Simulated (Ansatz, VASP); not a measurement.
**PbS: VASP beside Ansatz**

The input INCAR:

```
PREC = Accurate
ENCUT = 520
EDIFF = 1E-7
ISMEAR = -1
SIGMA = 0.06
LREAL = False
LASPH = True
NELM = 80
ALGO = Normal
ISIF = 2
LWAVE = False
LCHARG = False
GGA = PE
NBANDS = 17
```

The input KPOINTS:

```
regular mesh
0
Gamma
  8 8 8
```

POSCAR

```
PbS
1.0
    0.0000000000      3.0040175000      3.0040175000
    3.0040175000      0.0000000000      3.0040175000
    3.0040175000      3.0040175000      0.0000000000
Pb S
1 1
Direct
    0.0000000000      0.0000000000      0.0000000000
    0.5000000000      0.5000000000      0.5000000000
```

Input for Ansatz:

```yaml
crystal:
  atoms:
  - position: [0.0, 0.0, 0.0]
    symbol: Pb
  - position: [0.5, 0.5, 0.5]
    symbol: S
  lattice:
  - [0.0, 3.0040175, 3.0040175]
  - [3.0040175, 0.0, 3.0040175]
  - [3.0040175, 3.0040175, 0.0]
hamiltonian:
  dispersion: none
  pseudopotentials:
    kind: all_electron
    lapw: {}
    relativity: scalar
  xc: pbe
kpoints:
  mp_grid:
    grid: [8, 8, 8]
    shift: [0, 0, 0]
magnetization: {spin_polarized: false}
output: {forces: true, stress: true}
scf:
  occupations: {method: fermi_dirac, width: 0.06}
```

Alike in both runs: task single point; functional PBE; k mesh 8 × 8 × 8; occupations fermi-dirac, width 0.06 eV; no spin polarisation.

```csv
,VASP,Ansatz
version,VASP 6.6.1,Ansatz 0.2 development build
potentials or method,"VASP PAW PBE potentials, release 64 (Pb_d, S), cutoff 520 eV","all-electron full-potential LAPW, scalar-relativistic"
```

|  | VASP | Ansatz | Ansatz less VASP |
| --- | --- | --- | --- |
| pressure (GPa) | -0.1 | 0.0 | +0.08 |

Ansatz ran all-electron here, and VASP with PAW potentials.

Spin-orbit coupling is off throughout.
